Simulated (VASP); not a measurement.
Set up this calculation in VASP 6.6.1, as the native input.

```
Task                   : single point
Functional             : LDA
Potentials or basis    : VASP PAW LDA potentials, release 64 (Ga_d, Sb)
Cutoff                 : 520 eV
k mesh                 : 11 × 11 × 11
Occupations            : fermi-dirac, width 0.1 eV
Spin                   : no spin polarisation
Dipole correction      : no
Further INCAR settings : ALGO = Normal; EDIFF = 1e-06; NBANDS = 16
```

The structure of GaSb (zincblende type) lies in POSCAR:

```
GaSb
1.0
    0.0000000000      2.8987801405      2.8987801405
    2.8987801405      0.0000000000      2.8987801405
    2.8987801405      2.8987801405      0.0000000000
Ga Sb
1 1
Direct
    0.0000000000      0.0000000000      0.0000000000
    0.2500000000      0.2500000000      0.2500000000
```

This cell differs from its parent crystal: volume scaled by 0.88.

These files were run (other wordings do the same):

INCAR

```
SYSTEM = GaSb
PREC = Accurate
ENCUT = 520
EDIFF = 1E-6
ISMEAR = -1
SIGMA = 0.1
LREAL = .FALSE.
LASPH = .TRUE.
NELM = 60
ALGO = Normal
ISIF = 2
LWAVE = .FALSE.
LCHARG = .FALSE.
NBANDS = 16
```

KPOINTS

```
regular mesh
0
G
  11 11 11
  0 0 0
```

Potentials or basis: VASP PAW LDA potentials, release 64 (Ga_d, Sb).

Command:

```console
$ cat potpaw_LDA.64/Ga_d/POTCAR potpaw_LDA.64/Sb/POTCAR > POTCAR
$ mpirun -np 1 vasp_std > vasp.out
```

Results of the run:

```
Pressure               : 9.9 GPa
Band gap on the k mesh : 0.56 eV, indirect (least direct gap 1.09 eV)
```

Caveat: spin-orbit coupling is left out, which moves the levels of the heavy elements.

Wall time 37 s on 1 thread of Intel Xeon 6975P-C (shared host), peak memory 0.18 GiB.
